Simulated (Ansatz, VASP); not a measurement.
## W: VASP and Ansatz over several settings

```
W
1.0
    -1.58234    1.58234    1.58234
     1.58234   -1.58234    1.58234
     1.58234    1.58234   -1.58234
W
1
Direct
  0.00000 0.00000 0.00000
```

Single points on this cell with VASP 6.6.1 and Ansatz 0.2.0. Each row is one pair of runs. Alike in all rows: spin: off; VASP's potentials, cutoff: VASP PAW PBE potentials, release 64 (W_sv), 520 eV.

| level | k mesh | smearing | Ansatz's potentials, cutoff | gap on the k mesh at the Fermi level (eV), VASP | gap on the k mesh at the Fermi level (eV), Ansatz | pressure (GPa), VASP | pressure (GPa), Ansatz |
| --- | --- | --- | --- | --- | --- | --- | --- |
| r2SCAN50 | 6 × 6 × 6 | fermi-dirac, width 0.05 eV | Ansatz PAW, 500 eV | none | none | -11.8 | -5.8 |
| HF | 6 × 6 × 6 | fermi-dirac, width 0.05 eV | Ansatz PAW, 420 eV | - | - | 3.5 | 12.5 |
| PBEsol-based global hybrid | 6 × 6 × 6 | fermi-dirac, width 0.05 eV | Ansatz PAW, 420 eV | none | none | -9.9 | -9.4 |
| PBE | 12 × 12 × 12 | gaussian, width 0.025 eV | Ansatz PAW, 420 eV | none | none | 6.6 | 6.0 |
| PBE | 12 × 12 × 12 | gaussian, width 0.026 eV | Ansatz PAW, 420 eV | none | none | 6.7 | 6.0 |
| PBE0 | 6 × 6 × 6 | fermi-dirac, width 0.05 eV | Ansatz PAW, 420 eV | ? | none | ? | -3.1 |

Q: Fill in what VASP gave in row 6.

A: gap on the k mesh at the Fermi level (eV): none; pressure (GPa): -3.7.

A gap of «none» marks a metal or a gap that the smearing closes.

The k mesh is coarse in some rows, so the values compare programs but aren't converged. Spin-orbit coupling is off throughout.
